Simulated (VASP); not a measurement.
# FeNi3 (P6/mmm) in VASP: single point with PBE

Aim: the single point of FeNi3 with PBE.

Program: VASP 6.6.1. These are calculated values, not measurements. Logs are shortened: lines on timing, memory, paths and dates and some standing lists are left out, and cuts for length are marked.

## 1. The cell of the first run

It takes space group P6/mmm (No. 191, hexagonal). Conventional cell: a = 4.845 Å, b = 4.845 Å, c = 2.378 Å, α = 90.00°, β = 90.00°, γ = 120.00°. Fe (site symmetry 6/mmm) has 2 Fe at 2.38 Å and 6 Ni at 2.42 Å within 3.1 Å. Within 3.1 Å of Ni (site symmetry mmm) lie 6 Ni at 2.38 to 2.42 Å and 2 Fe at 2.42 Å.

The cell was built from a structure type or drawn by symmetry, and may not be a known phase.

## 2. Single point, PBE, collinear spin, ferrimagnetic start

The input, INCAR:

```
PREC = Accurate ; ENCUT = 520
EDIFF = 1E-6 ; ISMEAR = 0
SIGMA = 0.1 ; LREAL = F
LASPH = T ; NELM = 150
ALGO = Fast ; ISIF = 2
LWAVE = F ; LCHARG = F
ISPIN = 2 ; MAGMOM = 4 2 2 -2
LORBIT = 11 ; LMAXMIX = 4
GGA = PE ; NBANDS = 31
```

The input, KPOINTS:

```
Automatic mesh
0
Gamma
  6 6 6
```

The input, POSCAR:

```
FeNi3
1.0
    4.8446920336     -0.0000002878      0.0000000000
   -2.4223462660      4.1956262308      0.0000000000
    0.0000000000      0.0000000000      2.3775297363
Fe Ni
1 3
Direct
    0.0000000000      0.0000000000      0.5000000000
    0.5000000000      0.0000000000      0.5000000000
    0.0000000000      0.5000000000      0.5000000000
    0.5000000000      0.5000000000      0.5000000000
```

Potentials or basis: VASP PAW PBE potentials, release 64 (Fe, Ni).

Started as:

```
> cat potpaw_PBE.64/Fe/POTCAR potpaw_PBE.64/Ni/POTCAR > POTCAR
> mpirun -np 1 vasp_std > vasp.out
```

OUTCAR:

```text
PREC = Accurate
   ENCUT = 520
   EDIFF = 1E-6
   ISMEAR = 0
   LREAL = F
   LASPH = T
   NELM = 150
   ISIF = 2
   ISPIN = 2
   LORBIT = 11
   GGA = PE

 ion  position               nearest neighbor table
   1  0.000  0.000  0.500-   4 2.42   4 2.42   2 2.42   2 2.42   3 2.42   3 2.42
   2  0.500  0.000  0.500-   3 2.42   3 2.42   1 2.42   1 2.42   4 2.42   4 2.42
   3  0.000  0.500  0.500-   2 2.42   2 2.42   4 2.42   4 2.42   1 2.42   1 2.42
   4  0.500  0.500  0.500-   1 2.42   1 2.42   3 2.42   3 2.42   2 2.42   2 2.42

  LATTYP: Found a hexagonal cell.
 ALAT       =     4.8446920336
 C/A-ratio  =     0.4907494057

  Lattice vectors:

 A1 = (   4.8446920336,  -0.0000002878,   0.0000000000)
 A2 = (  -2.4223462660,   4.1956262308,   0.0000000000)
 A3 = (   0.0000000000,   0.0000000000,   2.3775297363)

Analysis of symmetry for initial positions (statically):
=====================================================================
 Subroutine PRICEL returns:
 Original cell was already a primitive cell.

 Routine SETGRP: Setting up the symmetry group for a
 hexagonal supercell.

 Subroutine GETGRP returns: Found 24 space group operations
 (whereof 24 operations were pure point group operations)
 out of a pool of 24 trial point group operations.

The static configuration has the point symmetry D_6h.

Analysis of symmetry for dynamics (positions and initial velocities):
=====================================================================
 Subroutine PRICEL returns:
 Original cell was already a primitive cell.

 Routine SETGRP: Setting up the symmetry group for a
 hexagonal supercell.

 Subroutine GETGRP returns: Found 24 space group operations
 (whereof 24 operations were pure point group operations)
 out of a pool of 24 trial point group operations.

The dynamic configuration has the point symmetry D_6h.

Analysis of structural, dynamic, and magnetic symmetry:
=====================================================================
 Subroutine PRICEL returns:
 Original cell was already a primitive cell.

 Routine SETGRP: Setting up the symmetry group for a
 hexagonal supercell.

 Subroutine GETGRP returns: Found  8 space group operations
 (whereof  8 operations were pure point group operations)
 out of a pool of 24 trial point group operations.

The overall configuration has the point symmetry D_2h.

 Subroutine INISYM returns: Found  8 space group operations
 (whereof  8 operations are pure point group operations),
 and found     1 'primitive' translations
[... 125 lines left out ...]
   LHFCALC =     F    Hartree Fock is set to
   AEXX    =    0.0000 exact exchange contribution
   IVDW    =     0    specifies the selected vdW correction
   LEPSILON=     F    determine dielectric tensor
   LRPA    =     F    only Hartree local field effects (RPA)
 spin polarized calculation
 RMM-DIIS sequential band-by-band and
 Gauss-broadening in eV      SIGMA  =   0.10
  energy-cutoff  :      520.00
  volume of cell :       48.33
 maximum number of plane-waves:      1323
   NGX = 17   NGY = 17   NGZ =  9

 number of electron      37.9999972 magnetization       4.0878974

 Free energy of the ion-electron system (eV)
  ---------------------------------------------------
  ext. energy  EPLUGINS =         0.00000000
  ---------------------------------------------------
  free energy    TOTEN  =       -23.08928709 eV

  energy without entropy =      -23.06499708  energy(sigma->0) =      -23.07714208

 E-fermi :   7.3771     XC(G=0): -12.6156

 val. band max:        7.3661093725   @ k =  -0.1667   0.3333   0.1667
 cond. band min:       7.3787282055   @ k =  -0.1667   0.3333   0.5000
 fundamental gap:      0.0126188330
 Fermi energy:         7.3771239818

 spin component 1

 k-point     1 :       0.0000    0.0000    0.0000
  band No.  band energies     occupation
      1      -0.9414      1.00000
      2       2.6323      1.00000
      3       2.6324      1.00000
      4       3.1145      1.00000
      5       3.3044      1.00000
      6       4.2059      1.00000
[... 805 lines left out ...]
     30      21.4424      0.00000
     31      23.2012      0.00000

 [... further k-points ...]

 spin component 2

 k-point     1 :       0.0000    0.0000    0.0000
  band No.  band energies     occupation
      1      -0.8611      1.00000
      2       3.4442      1.00000
      3       3.4443      1.00000
      4       3.4880      1.00000
      5       4.3637      1.00000
      6       4.9017      1.00000
[... 805 lines left out ...]
     30      21.7156      0.00000
     31      23.4365      0.00000

 [... further k-points ...]

------------------------ aborting loop because EDIFF is reached ----------------------------------------

  FORCE on cell =-STRESS in cart. coord.  units (eV):
  Direction    XX          YY          ZZ          XY          YZ          ZX
  --------------------------------------------------------------------------------------
  -------------------------------------------------------------------------------------
  Total       -0.0284729     -0.0287186     -0.1406590     -0.0002127      0.0000000      0.0000000
  in kB       -0.9439609     -0.9521040     -4.6632545     -0.0070522      0.0000000      0.0000000
  external PRESSURE =      -2.1864398 kB  Pullay stress =       0.0000000 kB

 VOLUME and BASIS-vectors are now :
 -----------------------------------------------------------------------------
  energy-cutoff  :      520.00
  volume of cell :       48.33
      direct lattice vectors                 reciprocal lattice vectors
     4.844692034 -0.000000288  0.000000000     0.206411476  0.119171738  0.000000000
    -2.422346266  4.195626231  0.000000000     0.000000014  0.238343451  0.000000000
     0.000000000  0.000000000  2.377529736     0.000000000  0.000000000  0.420604624

 POSITION                                       TOTAL-FORCE (eV/Angst)
 -----------------------------------------------------------------------------------
      0.00000      0.00000      1.18876         0.000000      0.000000      0.000000
      2.42235     -0.00000      1.18876        -0.000000      0.000000      0.000000
     -1.21117      2.09781      1.18876         0.000000      0.000000      0.000000
      1.21117      2.09781      1.18876         0.000000      0.000000      0.000000
 -----------------------------------------------------------------------------------
    total drift:                                0.000000      0.000000      0.000000

  FREE ENERGIE OF THE ION-ELECTRON SYSTEM (eV)
  ---------------------------------------------------
  free  energy   TOTEN  =       -23.0892870891 eV

  energy  without entropy=      -23.0649970801  energy(sigma->0) =      -23.07714208

 total charge

# of ion       s       p       d       tot
------------------------------------------
    1        0.487   0.443   6.194   7.124
    2        0.504   0.437   8.348   9.289
    3        0.504   0.437   8.348   9.289
    4        0.504   0.437   8.348   9.289
--------------------------------------------------
tot          1.999   1.755  31.237  34.990

 magnetization (x)

# of ion       s       p       d       tot
------------------------------------------
    1        0.011   0.018   2.698   2.728
    2       -0.008  -0.021   0.485   0.456
    3       -0.008  -0.021   0.485   0.456
    4       -0.008  -0.021   0.485   0.455
--------------------------------------------------
tot         -0.014  -0.045   4.153   4.094
```

Wall time 4 min (1 thread of Intel Xeon Platinum 8259CL at 2.50GHz (Skylake/Cascade Lake), shared host); peak memory 0.25 GiB.

What came out:

* Free energy: -23.0893 eV
* Pressure: -0.2 GPa
* Net moment: 4.09 μB per cell
* Site moments: Fe +2.73; Ni +0.46 μB
* Valence electrons inside the program's atomic spheres: Fe 7.12; Ni 9.29

Caveat: the k points lie up to 0.44 Å⁻¹ apart.
